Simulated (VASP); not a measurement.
# Br (R-3m) in VASP: further runs

Br is run at these levels: PBE; tasks: single point.

Program: VASP 6.6.1. These are calculated values, not measurements. Logs are shortened: lines on timing, memory, paths and dates and some standing lists are left out, and cuts for length are marked.

## Step 1: The cell of the first run

Symmetry: R-3m, No. 166, trigonal system. The conventional cell has a = 4.570 Å, b = 4.570 Å, c = 11.195 Å, α = 90.00°, β = 90.00°, γ = 120.00°. Br (site symmetry 3m) has 4 Br at 2.72 to 3.08 Å within 3.6 Å.

## Step 2: Single point, PBE (shortest bond scaled by 1.1)

INCAR reads:

```
ALGO = Normal ; EDIFF = 1E-7
ENCUT = 520 ; GGA = PE
ISIF = 2 ; ISMEAR = -1
LASPH = True ; LCHARG = True
LELF = True ; LREAL = False
LVHAR = True ; LWAVE = False
NBANDS = 14 ; NELM = 100
PREC = Accurate ; SIGMA = 0.05
```

KPOINTS reads:

```
k-points
0
Gamma
  8 8 8
```

POSCAR reads:

```
Br
1.0
    0.0000000000      3.2316520351      3.2316520351
    3.2316520351      0.0000000000      3.2316520351
    3.2316520351      3.2316520351      0.0000000000
Br
2
Direct
   -0.0875000000     -0.1375000000     -0.1375000000
    0.0875000000      0.1375000000      0.1375000000
```

Potentials or basis: VASP PAW PBE potentials, release 64 (Br).

On the command line:

```console
> cat potpaw_PBE.64/Br/POTCAR > POTCAR
> mpirun -np 1 vasp_std > vasp.out
```

OUTCAR:

```text
EDIFF = 1E-7
   ENCUT = 520
   GGA = PE
   ISIF = 2
   ISMEAR = -1
   LASPH = True
   LREAL = False
   NELM = 100
   PREC = Accurate

 ion  position               nearest neighbor table
   1  0.913  0.862  0.862-   2 2.72   2 2.72   2 2.72
   2  0.087  0.138  0.138-   1 2.72   1 2.72   1 2.72

  LATTYP: Found a face centered cubic cell.
 ALAT       =     6.4633040702

  Lattice vectors:

 A1 = (   0.0000000000,   3.2316520351,   3.2316520351)
 A2 = (   3.2316520351,   0.0000000000,   3.2316520351)
 A3 = (   3.2316520351,   3.2316520351,   0.0000000000)

Analysis of symmetry for initial positions (statically):
=====================================================================
 Subroutine PRICEL returns:
 Original cell was already a primitive cell.

 Routine SETGRP: Setting up the symmetry group for a
 face centered cubic supercell.

 Subroutine GETGRP returns: Found 12 space group operations
 (whereof  4 operations were pure point group operations)
 out of a pool of 48 trial point group operations.

The static configuration has the point symmetry C_2h.
 The point group associated with its full space group is D_3d.

Analysis of symmetry for dynamics (positions and initial velocities):
=====================================================================
 Subroutine PRICEL returns:
 Original cell was already a primitive cell.

 Routine SETGRP: Setting up the symmetry group for a
 face centered cubic supercell.

 Subroutine GETGRP returns: Found 12 space group operations
 (whereof  4 operations were pure point group operations)
 out of a pool of 48 trial point group operations.

The dynamic configuration has the point symmetry C_2h.
 The point group associated with its full space group is D_3d.

 Subroutine INISYM returns: Found 12 space group operations
 (whereof  4 operations are pure point group operations),
 and found     1 'primitive' translations

----------------------------------------------------------------------------------------

                                     Primitive cell

  volume of cell :      67.5000

  direct lattice vectors                    reciprocal lattice vectors
     0.000000000  3.231652035  3.231652035    -0.154719628  0.154719628  0.154719628
     3.231652035  0.000000000  3.231652035     0.154719628 -0.154719628  0.154719628
[... 86 lines left out ...]
   LREAL  =      F    real-space projection
   EDIFFG = 0.1E-05   stopping-criterion for IOM
   NSW    =      0    number of steps for IOM
   IBRION =     -1    ionic relax: 0-MD 1-quasi-New 2-CG
   NFREE  =      0    steps in history (QN), initial steepest desc. (CG)
   ISIF   =      2    stress and relaxation
   ISYM   =      2    0-nonsym 1-usesym 2-fastsym
   POTIM  = 0.5000    time-step for ionic-motion
   TEBEG  =    0.0;   TEEND  =   0.0 temperature during run
   PSTRESS=    0.0 pullay stress
   NELECT =      14.0000    total number of electrons
   NUPDOWN=      -1.0000    fix difference up-down
   EMIN   =  10.00;   EMAX   =-10.00  energy-range for DOS
   EFERMI =   0.00;   METHOD = LEGACY
   ISMEAR =    -1;   SIGMA  =   0.05  broadening in eV -4-tet -1-fermi 0-gaus
   EFERMI_NEDOS =   21; number of points for ismear=-14 and -15
   IALGO  =     38    algorithm
   IMIX   =      4    mixing-type and parameters
     AMIX     =   0.40;   BMIX     =  1.00
     AMIX_MAG =   1.60;   BMIX_MAG =  1.00
  volume/ion in A,a.u.               =      33.75       227.76
  Fermi-wavevector in a.u.,A,eV,Ry     =   0.969058  1.831253 12.776858  0.939073
  Thomas-Fermi vector in A             =   2.099079
   LORBIT       =      0    0 simple, 1 ext, 2 COOP (PROOUT), +10 PAW based schemes
   GGA     = PE    functional components
   LHFCALC =     F    Hartree Fock is set to
   AEXX    =    0.0000 exact exchange contribution
   IVDW    =     0    specifies the selected vdW correction
   LEPSILON=     F    determine dielectric tensor
   LRPA    =     F    only Hartree local field effects (RPA)
 non-spin polarized calculation
  energy-cutoff  :      520.00
  volume of cell :       67.50
 maximum number of plane-waves:      1840
 NGX is ok and might be reduce to    36
   NGX = 17   NGY = 17   NGZ = 17

 number of electron      14.0000001 magnetization

 Free energy of the ion-electron system (eV)
  ---------------------------------------------------
  ext. energy  EPLUGINS =         0.00000000
  ---------------------------------------------------
  free energy    TOTEN  =        -1.87184968 eV

  energy without entropy =       -1.84533768  energy(sigma->0) =       -1.85859368

 E-fermi :   0.6996     XC(G=0):  -7.7311

 val. band max:        0.6977298365   @ k =   0.5000   0.3750   0.1250
 cond. band min:       0.7012815534   @ k =   0.1250   0.0000  -0.3750
 fundamental gap:      0.0035517169
 Fermi energy:         0.6996385372

 k-point     1 :       0.0000    0.0000    0.0000
  band No.  band energies     occupation
      1     -15.7740      2.00000
      2     -12.3075      2.00000
      3      -3.5644      2.00000
      4      -3.5644      2.00000
      5      -1.8406      2.00000
      6      -1.3512      2.00000
      7      -0.2688      2.00000
      8      -0.2688      2.00000
      9       5.5688      0.00000
     10       9.3583      0.00000
     11       9.3583      0.00000
     12      10.2205      0.00000
     13      11.5578      0.00000
     14      11.5578      0.00000
[... 377 lines left out ...]
      1     -15.2669      2.00000
      2     -13.1635      2.00000
      3      -4.2256      2.00000
      4      -3.1650      2.00000
      5      -2.5702      2.00000
      6      -0.6941      2.00000
      7       0.0227      2.00000
      8       0.8753      0.05790
      9       7.0343      0.00000
     10       8.4262      0.00000
     11       8.5979      0.00000
     12      10.4155      0.00000
     13      11.7932      0.00000
     14      12.4630      0.00000

 [... further k-points ...]
[... 5 lines left out ...]
  --------------------------------------------------------------------------------------
  -------------------------------------------------------------------------------------
  Total        2.8352542      2.8352542      2.8352542      0.1737186     -0.1737186      0.1737186
  in kB       67.2974820     67.2974820     67.2974820      4.1233774     -4.1233774      4.1233774
  external PRESSURE =      67.2974820 kB  Pullay stress =       0.0000000 kB

 VOLUME and BASIS-vectors are now :
 -----------------------------------------------------------------------------
  energy-cutoff  :      520.00
  volume of cell :       67.50
      direct lattice vectors                 reciprocal lattice vectors
     0.000000000  3.231652035  3.231652035    -0.154719628  0.154719628  0.154719628
     3.231652035  0.000000000  3.231652035     0.154719628 -0.154719628  0.154719628
     3.231652035  3.231652035  0.000000000     0.154719628  0.154719628 -0.154719628

 POSITION                                       TOTAL-FORCE (eV/Angst)
 -----------------------------------------------------------------------------------
      5.57460      5.73618      5.73618        -0.536350      0.536350      0.536350
      0.88870      0.72712      0.72712         0.536350     -0.536350     -0.536350
 -----------------------------------------------------------------------------------
    total drift:                               -0.000000      0.000000      0.000000

  FREE ENERGIE OF THE ION-ELECTRON SYSTEM (eV)
  ---------------------------------------------------
  free  energy   TOTEN  =        -1.8718496753 eV

  energy  without entropy=       -1.8453376783  energy(sigma->0) =       -1.85859368
```

Wall time 26 s (1 thread of Intel Xeon 6975P-C (Granite Rapids), shared host); peak memory 0.21 GiB.

Results:

| Item | Value |
| --- | --- |
| Free energy | -1.8718 eV |
| Pressure | 6.7 GPa |
| Largest force | 0.929 eV/Å |
| Band gap on the k mesh | zero (band 7 reaches 1.11 eV, above the bottom of band 8 at -0.27 eV) |

Forces on the atoms (eV/Å):
```
Br  -0.536  0.536  0.536
Br   0.536 -0.536 -0.536
```

Levels at points of the mesh, in eV from the Fermi level:
```csv
k point,band 5,band 6,band 7,band 8,band 9,band 10
"(0.00, 0.00, 0.00)",-2.54,-2.05,-0.97,-0.97,4.87,8.66
"(0.50, 0.00, 0.00)",-4.33,-0.56,-0.56,-0.13,7.49,8.40
"(0.00, 0.50, 0.00)",-3.44,-1.18,0.07,0.23,7.04,7.66
"(0.50, 0.50, 0.00)",-2.77,-2.18,0.41,0.87,6.45,6.98
```

Caveat: the cell differs from its parent crystal (shortest bond scaled by 1.1); this functional lacks dispersion, which binds the layers, so the pressure and a relaxed spacing across them are unreliable.

## Step 3: Single point, PBE (shortest bond scaled by 1.1)

INCAR reads:

```
SYSTEM = Br
  PREC = Accurate
  ENCUT = 520
  EDIFF = 1E-6
  ISMEAR = -1
  SIGMA = 0.05
  LREAL = .False.
  LASPH = .True.
  NELM = 80
  ALGO = Normal
  ISIF = 2
  LWAVE = .False.
  LCHARG = .False.
  GGA = PE
  NBANDS = 14
```

KPOINTS reads:

```
regular mesh
0
Gamma
  8 8 8
  0 0 0
```

POSCAR is that of step 2.

Potentials or basis: VASP PAW PBE potentials, release 64 (Br).

On the command line:

```console
> cat potpaw_PBE.64/Br/POTCAR > POTCAR
> mpirun -np 1 vasp_std > vasp.out
```

OUTCAR:

```text
SYSTEM = Br
   PREC = Accurate
   ENCUT = 520
   EDIFF = 1E-6
   ISMEAR = -1
   LREAL = .False.
   LASPH = .True.
   NELM = 80
   ISIF = 2
   GGA = PE

 ion  position               nearest neighbor table
   1  0.913  0.862  0.862-   2 2.72   2 2.72   2 2.72
   2  0.087  0.138  0.138-   1 2.72   1 2.72   1 2.72

  LATTYP: Found a face centered cubic cell.
 ALAT       =     6.4633040702

  Lattice vectors:

 A1 = (   0.0000000000,   3.2316520351,   3.2316520351)
 A2 = (   3.2316520351,   0.0000000000,   3.2316520351)
 A3 = (   3.2316520351,   3.2316520351,   0.0000000000)

Analysis of symmetry for initial positions (statically):
=====================================================================
 Subroutine PRICEL returns:
 Original cell was already a primitive cell.

 Routine SETGRP: Setting up the symmetry group for a
 face centered cubic supercell.

 Subroutine GETGRP returns: Found 12 space group operations
 (whereof  4 operations were pure point group operations)
 out of a pool of 48 trial point group operations.

The static configuration has the point symmetry C_2h.
 The point group associated with its full space group is D_3d.

[... 168 lines left out ...]
 k-point     1 :       0.0000    0.0000    0.0000
  band No.  band energies     occupation
      1     -15.7740      2.00000
      2     -12.3075      2.00000
      3      -3.5644      2.00000
      4      -3.5644      2.00000
      5      -1.8407      2.00000
      6      -1.3513      2.00000
      7      -0.2688      2.00000
      8      -0.2688      2.00000
      9       5.5685      0.00000
     10       9.3582      0.00000
     11       9.3582      0.00000
     12      10.2204      0.00000
     13      11.5577      0.00000
     14      11.5577      0.00000
[... 377 lines left out ...]
      1     -15.2669      2.00000
      2     -13.1636      2.00000
      3      -4.2256      2.00000
      4      -3.1650      2.00000
      5      -2.5703      2.00000
      6      -0.6942      2.00000
      7       0.0226      2.00000
      8       0.8752      0.05788
      9       7.0340      0.00000
     10       8.4261      0.00000
     11       8.5977      0.00000
     12      10.4154      0.00000
     13      11.7931      0.00000
     14      12.4629      0.00000

 [... further k-points ...]
[... 5 lines left out ...]
  --------------------------------------------------------------------------------------
  -------------------------------------------------------------------------------------
  Total        2.8347872      2.8347872      2.8347872      0.1741992     -0.1741992      0.1741992
  in kB       67.2863976     67.2863976     67.2863976      4.1347848     -4.1347848      4.1347848
  external PRESSURE =      67.2863976 kB  Pullay stress =       0.0000000 kB

 VOLUME and BASIS-vectors are now :
 -----------------------------------------------------------------------------
  energy-cutoff  :      520.00
  volume of cell :       67.50
      direct lattice vectors                 reciprocal lattice vectors
     0.000000000  3.231652035  3.231652035    -0.154719628  0.154719628  0.154719628
     3.231652035  0.000000000  3.231652035     0.154719628 -0.154719628  0.154719628
     3.231652035  3.231652035  0.000000000     0.154719628  0.154719628 -0.154719628

 POSITION                                       TOTAL-FORCE (eV/Angst)
 -----------------------------------------------------------------------------------
      5.57460      5.73618      5.73618        -0.536272      0.536272      0.536272
      0.88870      0.72712      0.72712         0.536272     -0.536272     -0.536272
 -----------------------------------------------------------------------------------
    total drift:                               -0.000000      0.000000      0.000000

  FREE ENERGIE OF THE ION-ELECTRON SYSTEM (eV)
  ---------------------------------------------------
  free  energy   TOTEN  =        -1.8718495781 eV

  energy  without entropy=       -1.8453384634  energy(sigma->0) =       -1.85859402
```

OSZICAR:

```text
N       E                     dE             d eps       ncg     rms          rms(c)
DAV:   1     0.785892996375E+02    0.78589E+02   -0.56377E+03  1820   0.824E+02
DAV:   2     0.339263689626E+01   -0.75197E+02   -0.70540E+02  2534   0.147E+02
DAV:   3    -0.186583208165E+01   -0.52585E+01   -0.51969E+01  2366   0.437E+01
DAV:   4    -0.191177099980E+01   -0.45939E-01   -0.45927E-01  2264   0.488E+00
DAV:   5    -0.191221717949E+01   -0.44618E-03   -0.44616E-03  2402   0.476E-01    0.110E+01
DAV:   6    -0.188036731570E+01    0.31850E-01   -0.22921E-02  2330   0.857E-01    0.658E+00
DAV:   7    -0.187256393311E+01    0.78034E-02   -0.39378E-02  2336   0.110E+00    0.252E-01
DAV:   8    -0.187186961438E+01    0.69432E-03   -0.48112E-03  2078   0.386E-01    0.579E-02
DAV:   9    -0.187184409549E+01    0.25519E-04   -0.90275E-05  2372   0.612E-02    0.263E-02
DAV:  10    -0.187184997186E+01   -0.58764E-05   -0.76085E-06  2192   0.192E-02    0.867E-03
DAV:  11    -0.187184957809E+01    0.39377E-06   -0.18107E-06  1968   0.810E-03
   1 F= -.18718496E+01 E0= -.18585940E+01  d E =-.265111E-01
```

Run time: 22 s. Hardware: 1 thread of Intel Xeon 6975P-C (Granite Rapids), shared host; peak memory 0.22 GiB.

What came out:

- Free energy: -1.8718 eV
- Pressure: 6.7 GPa
- Largest force: 0.929 eV/Å
- Band gap on the k mesh: zero (band 7 reaches 1.11 eV, above the bottom of band 8 at -0.27 eV)

Forces on the atoms (eV/Å):
```
Br  -0.536  0.536  0.536
Br   0.536 -0.536 -0.536
```

Stress tensor (GPa, compression positive):
```
 6.73  0.41  0.41
 0.41  6.73 -0.41
 0.41 -0.41  6.73
```

Caveat: the cell differs from its parent crystal (shortest bond scaled by 1.1); this functional lacks dispersion, which binds the layers, so the pressure and a relaxed spacing across them are unreliable.

## Step 4: Single point, PBE (shortest bond scaled by 0.82)

INCAR reads:

```
SYSTEM = Br
ALGO = Normal ; EDIFF = 1E-7
ENCUT = 520 ; GGA = PE
ISIF = 2 ; ISMEAR = -1
LASPH = .True. ; LCHARG = .True.
LELF = .True. ; LREAL = .False.
LVHAR = .True. ; LWAVE = .False.
NBANDS = 14 ; NELM = 80
PREC = Accurate ; SIGMA = 0.05
```

KPOINTS reads:

```
k-points
0
Gamma
  8 8 8
  0 0 0
```

POSCAR reads:

```
Br
1.0
    0.0000000000      3.2316520351      3.2316520351
    3.2316520351      0.0000000000      3.2316520351
    3.2316520351      3.2316520351      0.0000000000
Br
2
Direct
   -0.1925000000     -0.1025000000     -0.1025000000
    0.1925000000      0.1025000000      0.1025000000
```

On the command line:

```console
> cat potpaw_PBE.64/Br/POTCAR > POTCAR
> mpirun -np 1 vasp_std > vasp.out
```

Run time: 24 s. Hardware: 1 thread of Intel Xeon 6975P-C (Granite Rapids), shared host; peak memory 0.22 GiB.

The run converged. Its results:

- Free energy: -2.2830 eV
- Pressure: 9.5 GPa
- Largest force: 0.682 eV/Å
- Band gap on the k mesh: 0.18 eV, indirect (least direct gap 1.13 eV)

Forces in eV/Å, atoms in the order of the input:
```
Br   0.393 -0.393 -0.393
Br  -0.393  0.393  0.393
```

Stress tensor (GPa, compression positive):
```
 9.46 -2.77 -2.77
-2.77  9.46  2.77
-2.77  2.77  9.46
```

Levels at points of the mesh, in eV from the valence-band top:
```csv
k point,band 4,band 5,band 6,band 7,band 8,band 9,band 10,band 11
"(0.00, 0.00, 0.00)",-2.93,-2.93,-2.92,-2.92,0.27,4.25,8.35,8.35
"(0.50, 0.00, 0.00)",-4.52,-4.52,-0.67,-0.67,0.84,4.79,7.51,7.63
"(0.00, 0.50, 0.00)",-4.92,-3.41,-2.64,-0.55,0.78,6.80,7.34,7.70
"(0.50, 0.50, 0.00)",-4.97,-3.72,-2.39,0.00,1.13,5.31,7.28,9.23
```

Caveat: the cell differs from its parent crystal (shortest bond scaled by 0.82); this functional lacks dispersion, which binds the layers, so the pressure and a relaxed spacing across them are unreliable. A k mesh can miss the band edges.

## Step 5: Single point, PBE (shortest bond scaled by 0.82)

INCAR reads:

```
PREC = Accurate
ENCUT = 520
EDIFF = 1E-6
ISMEAR = -1
SIGMA = 0.05
LREAL = F
LASPH = T
NELM = 60
ALGO = Normal
ISIF = 2
LWAVE = F
LCHARG = F
GGA = PE
NBANDS = 14
```

KPOINTS reads:

```
Automatic mesh
0
Gamma
  8 8 8
```

POSCAR is that of step 4.

On the command line:

```console
> cat potpaw_PBE.64/Br/POTCAR > POTCAR
> mpirun -np 1 vasp_std > vasp.out
```

Run time: 25 s. Hardware: 1 thread of Intel Xeon 6975P-C (Granite Rapids), shared host; peak memory 0.22 GiB.

It converged, with:

```yaml
Free_energy: -2.2830 eV
Pressure: 9.5 GPa
Largest_force: 0.682 eV/Å
Band_gap_on_the_k_mesh: 0.18 eV, indirect (least direct gap 1.13 eV)
```

Forces in eV/Å, atoms in the order of the input:
```
Br   0.393 -0.393 -0.393
Br  -0.393  0.393  0.393
```

Stress tensor (GPa, compression positive):
```
 9.46 -2.77 -2.77
-2.77  9.46  2.77
-2.77  2.77  9.46
```

Levels at points of the mesh, in eV from the valence-band top:
| k point | band 3 | band 4 | band 5 | band 6 | band 7 | band 8 | band 9 | band 10 | band 11 | band 12 |
| --- | --- | --- | --- | --- | --- | --- | --- | --- | --- | --- |
| (0.00, 0.00, 0.00) | -6.48 | -2.93 | -2.93 | -2.92 | -2.92 | 0.27 | 4.25 | 8.35 | 8.35 | 9.06 |
| (0.50, 0.00, 0.00) | -5.14 | -4.52 | -4.52 | -0.67 | -0.67 | 0.84 | 4.79 | 7.51 | 7.63 | 7.63 |
| (0.00, 0.50, 0.00) | -6.32 | -4.92 | -3.41 | -2.64 | -0.55 | 0.78 | 6.80 | 7.34 | 7.70 | 9.50 |
| (0.50, 0.50, 0.00) | -6.06 | -4.97 | -3.72 | -2.39 | 0.00 | 1.13 | 5.31 | 7.28 | 9.23 | 9.90 |

Caveat: the cell differs from its parent crystal (shortest bond scaled by 0.82); this functional lacks dispersion, which binds the layers, so the pressure and a relaxed spacing across them are unreliable. A k mesh can miss the band edges.
